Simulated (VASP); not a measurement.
LiF (zincblende type): electric field gradients with PBE

The system is LiF (zincblende type).

```xyz
2
Lattice="0.0000 2.1826 2.1826 2.1826 0.0000 2.1826 2.1826 2.1826 0.0000" Properties=species:S:1:pos:R:3 pbc="T T T"
Li    0.0000    0.0000    0.0000
F     1.0913    1.0913    1.0913
```

```
Program                : VASP 6.6.1
Task                   : electric field gradients
Functional             : PBE
Potentials or basis    : VASP PAW PBE potentials, release 64 (Li_sv, F)
Cutoff                 : 520 eV
k mesh                 : 16 × 16 × 16
Occupations            : fermi-dirac, width 0.03 eV
Spin                   : no spin polarisation
Dipole correction      : no
Further INCAR settings : ALGO = Normal; EDIFF = 1e-08; NBANDS = 12
```

| Item | Value |
| --- | --- |
| Band gap on the k mesh | 7.64 eV, direct |

Levels at points of the mesh, in eV from the valence-band top:
| k point | band 2 | band 3 | band 4 | band 5 | band 6 | band 7 | band 8 | band 9 |
| --- | --- | --- | --- | --- | --- | --- | --- | --- |
| (0.00, 0.00, 0.00) | -19.26 | 0.00 | 0.00 | 0.00 | 7.64 | 19.04 | 19.04 | 19.04 |
| (0.50, 0.00, 0.00) | -19.09 | -1.86 | -0.24 | -0.24 | 11.63 | 14.48 | 18.69 | 18.69 |
| (0.50, 0.50, 0.00) | -19.04 | -1.32 | -0.74 | -0.74 | 10.43 | 15.58 | 18.94 | 18.94 |

It took 24 s on 1 thread of Intel(R) Xeon(R) Platinum 8259CL CPU @ 2.50GHz (Skylake/Cascade Lake) (shared host), peak memory 0.15 GiB.

Caveat: without QUAD_EFG the Cq values of the log hold for a quadrupole moment of 1 mb, not for the nuclei. A k mesh can miss the band edges.
